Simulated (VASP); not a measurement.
# CsCl (Pm-3m) in VASP: further runs, part 2 of 2

VASP 6.6.1. The steps go on from the part before.

## Step 3: Vibrations by perturbation theory, PBEsol

INCAR

```
SYSTEM = CsCl
  ALGO = Normal
  EDIFF = 1E-8
  ENCUT = 500
  GGA = PS
  GGA_COMPAT = .FALSE.
  IBRION = 8
  ISIF = 2
  ISMEAR = 0
  LASPH = .TRUE.
  LCHARG = .FALSE.
  LREAL = .FALSE.
  LWAVE = .FALSE.
  NELM = 120
  NSW = 1
  PREC = Accurate
  SIGMA = 0.05
```

KPOINTS

```
k-points
0
G
  6 6 6
  0 0 0
```

POSCAR

```
CsCl
1.0
    4.0683486820      0.0000000000      0.0000000000
    0.0000000000      4.0683486820      0.0000000000
    0.0000000000      0.0000000000      4.0683486820
Cs Cl
1 1
Direct
    0.0000000000      0.0000000000      0.0000000000
    0.5000000000      0.5000000000      0.5000000000
```

Potentials or basis: VASP PAW PBE potentials, release 64 (Cs_sv, Cl).

The run is started by

```console
cat potpaw_PBE.64/Cs_sv/POTCAR potpaw_PBE.64/Cl/POTCAR > POTCAR
mpirun -np 1 vasp_std > vasp.out
```

OUTCAR:

```text
SYSTEM = CsCl
   EDIFF = 1E-8
   ENCUT = 500
   GGA = PS
   IBRION = 8
   ISIF = 2
   ISMEAR = 0
   LASPH = .TRUE.
   LREAL = .FALSE.
   NELM = 120
   NSW = 1
   PREC = Accurate

 ion  position               nearest neighbor table
   1  0.000  0.000  0.000-
   2  0.500  0.500  0.500-

  LATTYP: Found a simple cubic cell.
 ALAT       =     4.0683486820

  Lattice vectors:

 A1 = (   4.0683486820,   0.0000000000,   0.0000000000)
 A2 = (   0.0000000000,   4.0683486820,   0.0000000000)
 A3 = (   0.0000000000,   0.0000000000,   4.0683486820)

Analysis of symmetry for initial positions (statically):
=====================================================================
 Subroutine PRICEL returns:
 Original cell was already a primitive cell.

 Routine SETGRP: Setting up the symmetry group for a
 simple cubic supercell.

 Subroutine GETGRP returns: Found 48 space group operations
 (whereof 48 operations were pure point group operations)
 out of a pool of 48 trial point group operations.

The static configuration has the point symmetry O_h .

Analysis of symmetry for dynamics (positions and initial velocities):
=====================================================================
 Subroutine PRICEL returns:
 Original cell was already a primitive cell.

 Routine SETGRP: Setting up the symmetry group for a
 simple cubic supercell.

 Subroutine GETGRP returns: Found 48 space group operations
 (whereof 48 operations were pure point group operations)
 out of a pool of 48 trial point group operations.

The dynamic configuration has the point symmetry O_h .

 Subroutine INISYM returns: Found 48 space group operations
 (whereof 48 operations are pure point group operations),
 and found     1 'primitive' translations

----------------------------------------------------------------------------------------

                                     Primitive cell

  volume of cell :      67.3371

  direct lattice vectors                    reciprocal lattice vectors
     4.068348682  0.000000000  0.000000000     0.245799974  0.000000000  0.000000000
     0.000000000  4.068348682  0.000000000     0.000000000  0.245799974  0.000000000
     0.000000000  0.000000000  4.068348682     0.000000000  0.000000000  0.245799974

  length of vectors
     4.068348682  4.068348682  4.068348682     0.245799974  0.245799974  0.245799974

  position of ions in fractional coordinates (direct lattice)
     0.000000000  0.000000000  0.000000000
     0.500000000  0.500000000  0.500000000

  ion indices of the primitive-cell ions
   primitive index   ion index
                 1           1
                 2           2

[... 129 lines left out ...]
      4      -5.9606      2.00000
      5      -5.9606      2.00000
      6      -0.1945      2.00000
      7      -0.1945      2.00000
      8      -0.1945      2.00000
      9       5.0200      0.00000
     10       5.0200      0.00000
     11       5.0335      0.00000
     12       9.9434      0.00000
[... 273 lines left out ...]
      1     -19.2605      2.00000
      2     -12.2219      2.00000
      3      -6.5555      2.00000
      4      -6.5555      2.00000
      5      -6.5555      2.00000
      6      -1.4364      2.00000
      7      -1.4364      2.00000
      8      -1.4364      2.00000
      9       8.3935      0.00000
     10       8.3935      0.00000
     11       8.3935      0.00000
     12      10.4039      0.00000

------------------------ aborting loop because EDIFF is reached ----------------------------------------

  FORCE on cell =-STRESS in cart. coord.  units (eV):
  Direction    XX          YY          ZZ          XY          YZ          ZX
  --------------------------------------------------------------------------------------
  -------------------------------------------------------------------------------------
  Total        0.0185014      0.0185014      0.0185014     -0.0000000      0.0000000     -0.0000000
  in kB        0.4402100      0.4402100      0.4402100     -0.0000000      0.0000000     -0.0000000
  external PRESSURE =       0.4402100 kB  Pullay stress =       0.0000000 kB

 VOLUME and BASIS-vectors are now :
 -----------------------------------------------------------------------------
  energy-cutoff  :      500.00
  volume of cell :       67.34
      direct lattice vectors                 reciprocal lattice vectors
     4.068348682  0.000000000  0.000000000     0.245799974  0.000000000  0.000000000
     0.000000000  4.068348682  0.000000000     0.000000000  0.245799974  0.000000000
     0.000000000  0.000000000  4.068348682     0.000000000  0.000000000  0.245799974

 POSITION                                       TOTAL-FORCE (eV/Angst)
 -----------------------------------------------------------------------------------
      0.00000      0.00000      0.00000         0.000000      0.000000      0.000000
      2.03417      2.03417      2.03417         0.000000      0.000000      0.000000
 -----------------------------------------------------------------------------------
    total drift:                                0.000000      0.000000     -0.000000

  FREE ENERGIE OF THE ION-ELECTRON SYSTEM (eV)
  ---------------------------------------------------
  free  energy   TOTEN  =        -6.8450232363 eV

  energy  without entropy=       -6.8450232363  energy(sigma->0) =       -6.84502324

[... ionic steps 2 to 3 ...]

--------------------------------------- Ionic step        4  -------------------------------------------

------------------------ aborting loop because EDIFF is reached ----------------------------------------

[... ionic steps 5 to 6 ...]

--------------------------------------- Ionic step        7  -------------------------------------------

 Free energy of the ion-electron system (eV)
  ---------------------------------------------------
  ---------------------------------------------------
  free energy    TOTEN  =        -0.19812715 eV

  energy without entropy =       -0.19812715

------------------------ aborting loop because EDIFF is reached ----------------------------------------

 INTERNAL STRAIN TENSOR  FOR ION    2  DIRECTION 1   (eV/Angst):
 -----------------------------------------------------------------------------
     0.01517  0.00000 -0.00000
    -0.00000  0.00072 -0.00000
     0.00000 -0.00000  0.00072

 INTERNAL STRAIN TENSOR FOR ION    2 for displacements in x,y,z  (eV/Angst):
          X           Y           Z          XY          YZ          ZX
  --------------------------------------------------------------------------------
  x     0.00000     0.00000     0.00000     0.00000     0.00000     0.00000
  y     0.00000     0.00000     0.00000     0.00000     0.00000     0.00000
  z     0.00000     0.00000     0.00000     0.00000     0.00000     0.00000

 SECOND DERIVATIVES (NOT SYMMETRIZED)
 ------------------------------------
               1X          1Y          1Z          2X          2Y          2Z
  1X    -0.926967    0.000000    0.000000    0.926967   -0.000000   -0.000000
  1Y     0.000000   -0.926967    0.000000   -0.000000    0.926967   -0.000000
  1Z     0.000000    0.000000   -0.926967   -0.000000   -0.000000    0.926967
  2X     0.929273   -0.000000   -0.000000   -0.929273    0.000000    0.000000
  2Y    -0.000000    0.929273   -0.000000    0.000000   -0.929273    0.000000
  2Z    -0.000000    0.000000    0.929273    0.000000   -0.000000   -0.929273

 Eigenvectors and eigenvalues of the dynamical matrix
 ----------------------------------------------------

   1 f  =    2.847937 THz    17.894115 2PiTHz   94.996949 cm-1    11.778115 meV
             X         Y         Z           dx          dy          dz
      0.000000  0.000000  0.000000     0.000000    0.458448    0.000000
      2.034174  2.034174  2.034174    -0.000000   -0.888721    0.000000
[... 21 lines left out ...]
   6 f/i=    0.001441 THz     0.009055 2PiTHz    0.048069 cm-1     0.005960 meV
             X         Y         Z           dx          dy          dz
      0.000000  0.000000  0.000000     0.676981   -0.553913    0.157169
      2.034174  2.034174  2.034174     0.349222   -0.285737    0.081076

--------------------------------------------------------------------------------------------------------

 ELASTIC MODULI CONTR FROM IONIC RELAXATION (kBar)
 Direction    XX          YY          ZZ          XY          YZ          ZX
 --------------------------------------------------------------------------------
 XX           0.0000      0.0000      0.0000      0.0000      0.0000      0.0000
 YY           0.0000      0.0000      0.0000      0.0000      0.0000      0.0000
 ZZ           0.0000      0.0000      0.0000      0.0000      0.0000      0.0000
 XY           0.0000      0.0000      0.0000      0.0000      0.0000      0.0000
 YZ           0.0000      0.0000      0.0000      0.0000      0.0000      0.0000
 ZX           0.0000      0.0000      0.0000      0.0000      0.0000      0.0000
 --------------------------------------------------------------------------------
```

OSZICAR:

```text
N       E                     dE             d eps       ncg     rms          rms(c)
DAV:   1     0.919824784006E+02    0.91982E+02   -0.67192E+03   480   0.110E+03
DAV:   2    -0.103519723601E+01   -0.93018E+02   -0.84484E+02   720   0.190E+02
DAV:   3    -0.713379836031E+01   -0.60986E+01   -0.60736E+01   608   0.551E+01
DAV:   4    -0.719444504412E+01   -0.60647E-01   -0.60612E-01   568   0.667E+00
[... 42 lines left out ...]
RMM:   9    -0.198127676472E+00   -0.70678E-06   -0.72024E-08  1667   0.291E-04    0.319E-05
RMM:  10    -0.198127212966E+00    0.46351E-06    0.31156E-07  1680   0.171E-04    0.105E-05
RMM:  11    -0.198127127953E+00    0.85013E-07    0.45594E-07  1672   0.143E-04    0.202E-06
RMM:  12    -0.198127140839E+00   -0.12886E-07    0.45160E-07  1553   0.133E-04    0.437E-07
RMM:  13    -0.198127143685E+00   -0.28458E-08    0.57548E-07  1101   0.131E-04    0.379E-07
RMM:  14    -0.198127147318E+00   -0.36331E-08    0.58036E-07   913   0.131E-04    0.679E-08
 Linear response finished
```

It took 49 s on 1 thread of Intel Xeon 6975P-C (Granite Rapids), shared host; peak memory 0.23 GiB.

Results:

```
Highest phonon frequency at Γ, LO-TO splitting left out : 95 cm⁻¹
```

Phonon frequencies in cm⁻¹ (negative: imaginary):
```tsv
q point	frequencies
(0.000, 0.000, 0.000)	0 0 0 95 95 95
```

Caveat: the PAW data sets were made with another functional, which shifts forces and pressure a little; spin-orbit coupling is left out, which moves the levels of the heavy elements.

## Step 4: Vibrations by perturbation theory, PBEsol

INCAR

```
  PREC = Accurate
  ENCUT = 500
  EDIFF = 1E-8
  ISMEAR = 0
  SIGMA = 0.01
  LREAL = F
  LASPH = T
  NELM = 120
  ALGO = Normal
  ISIF = 2
  LWAVE = F
  LCHARG = T
  GGA = PS
  NBANDS = 15
  IBRION = 8
  NSW = 1
  LEPSILON = T
  GGA_COMPAT = F
```

KPOINTS

```
Automatic mesh
0
Gamma
  8 8 8
```

POSCAR is that of step 3.

Potentials or basis: VASP PAW PBE potentials, release 64 (Cs_sv, Cl).

The run is started by

```console
cat potpaw_PBE.64/Cs_sv/POTCAR potpaw_PBE.64/Cl/POTCAR > POTCAR
mpirun -np 1 vasp_std > vasp.out
```

OUTCAR:

```text
PREC = Accurate
   ENCUT = 500
   EDIFF = 1E-8
   ISMEAR = 0
   LREAL = F
   LASPH = T
   NELM = 120
   ISIF = 2
   GGA = PS
   IBRION = 8
   NSW = 1
   LEPSILON = T

 ion  position               nearest neighbor table
   1  0.000  0.000  0.000-
   2  0.500  0.500  0.500-

[... 761 lines left out ...]
             X         Y         Z           dx          dy          dz
      0.000000  0.000000  0.000000     0.457993    0.000000    0.000000
      2.034174  2.034174  2.034174    -0.888956    0.000000    0.000000
[... 21 lines left out ...]
   6 f/i=    0.002901 THz     0.018227 2PiTHz    0.096762 cm-1     0.011997 meV
             X         Y         Z           dx          dy          dz
      0.000000  0.000000  0.000000    -0.000000   -0.000000    0.888956
      2.034174  2.034174  2.034174     0.000000    0.000000    0.457993

--------------------------------------------------------------------------------------------------------

 MACROSCOPIC STATIC DIELECTRIC TENSOR IONIC CONTRIBUTION
 ------------------------------------------------------
           5.183769    -0.000000     0.000000
          -0.000000     5.183769     0.000000
           0.000000     0.000000     5.183769
 ------------------------------------------------------

 ELASTIC MODULI CONTR FROM IONIC RELAXATION (kBar)
 Direction    XX          YY          ZZ          XY          YZ          ZX
 --------------------------------------------------------------------------------
 XX           0.0000      0.0000      0.0000      0.0000      0.0000      0.0000
 YY           0.0000      0.0000      0.0000      0.0000      0.0000      0.0000
 ZZ           0.0000      0.0000      0.0000      0.0000      0.0000      0.0000
 XY           0.0000      0.0000      0.0000      0.0000      0.0000      0.0000
 YZ           0.0000      0.0000      0.0000      0.0000      0.0000      0.0000
 ZX           0.0000      0.0000      0.0000      0.0000      0.0000      0.0000
 --------------------------------------------------------------------------------

 PIEZOELECTRIC TENSOR IONIC CONTR  for field in x, y, z        (C/m^2)
          XX          YY          ZZ          XY          YZ          ZX
  --------------------------------------------------------------------------------
  x     0.00000     0.00000     0.00000     0.00000     0.00000     0.00000
  y     0.00000     0.00000     0.00000     0.00000     0.00000     0.00000
  z     0.00000     0.00000     0.00000     0.00000     0.00000     0.00000
```

Run time: 3.6 min. Hardware: 1 thread of Intel Xeon 6975P-C (Granite Rapids), shared host; peak memory 0.33 GiB.

Results:

```
Electronic dielectric tensor (diagonal)                 : 2.98
Born charges (mean of the diagonal)                     : Cs +1.34; Cl -1.34 e
Highest phonon frequency at Γ, LO-TO splitting left out : 95 cm⁻¹
```

Phonon frequencies in cm⁻¹ (negative: imaginary):
| q point | frequencies |
| --- | --- |
| (0.000, 0.000, 0.000) | 0 0 0 95 95 95 |

Electronic dielectric tensor:
```
2.98 0.00 0.00
0.00 2.98 0.00
0.00 0.00 2.98
```

Born effective charge tensors (e):
atom 1, Cs
```
1.34 0.00 0.00
0.00 1.34 0.00
0.00 0.00 1.34
```
atom 2, Cl
```
-1.34  0.00  0.00
 0.00 -1.34  0.00
 0.00  0.00 -1.34
```

Caveat: the PAW data sets were made with another functional, which shifts forces and pressure a little; spin-orbit coupling is left out, which moves the levels of the heavy elements.
